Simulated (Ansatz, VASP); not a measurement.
## NaCl in VASP and in Ansatz

The input INCAR:

```
PREC = Accurate
ENCUT = 520
EDIFF = 1E-7
ISMEAR = -1
SIGMA = 0.05
LREAL = F
LASPH = T
NELM = 100
ALGO = Normal
ISIF = 2
LWAVE = F
LCHARG = T
GGA = PE
LELF = T
LVHAR = T
NBANDS = 14
```

The input KPOINTS:

```
regular mesh
0
Gamma
  8 8 8
```

POSCAR

```
NaCl
1.0
    3.5482767325      0.0000000000      0.0000000000
    0.0000000000      3.5482767325      0.0000000000
    0.0000000000      0.0000000000      3.5482767325
Cl Na
1 1
Direct
    0.5000000000      0.5000000000      0.5000000000
    0.0000000000      0.0000000000      0.0000000000
```

File input.yaml:

```yaml
crystal:
  lattice:
    - [3.5482767325, 0.0, 0.0]
    - [0.0, 3.5482767325, 0.0]
    - [0.0, 0.0, 3.5482767325]
  atoms:
    - { symbol: Cl, position: [0.5, 0.5, 0.5] }
    - { symbol: Na, position: [0.0, 0.0, 0.0] }
kpoints:
  mp_grid: { grid: [8, 8, 8] }
scf:
  occupations: { method: fermi_dirac, width: 0.05 }
hamiltonian:
  xc: pbe
  pseudopotentials: { kind: all_electron, lapw: { basis_error: 0.0005 } }
output:
  forces: true
  stress: true
  eigenvalues: true
```

Change from the starting cell: volume scaled by 1.04.

Alike in both runs: task single point; functional PBE; k mesh 8 × 8 × 8; occupations fermi-dirac, width 0.05 eV; no spin polarisation.

|  | VASP | Ansatz |
| --- | --- | --- |
| version | VASP 6.6.1 | Ansatz 0.2.0 |
| potentials or method | VASP PAW PBE potentials, release 64 (Cl, Na_pv), cutoff 520 eV | all-electron LAPW, scalar-relativistic |

|  | VASP | Ansatz | Ansatz less VASP |
| --- | --- | --- | --- |
| gap on the k mesh at the Fermi level (eV) | 3.85 | 3.85 | 0.000 |
| least direct gap on the mesh (eV) | 4.31 | 4.31 | 0.000 |
| pressure (GPa) | -0.9 | -0.8 | +0.06 |

Ansatz ran all-electron here, and VASP with PAW potentials.
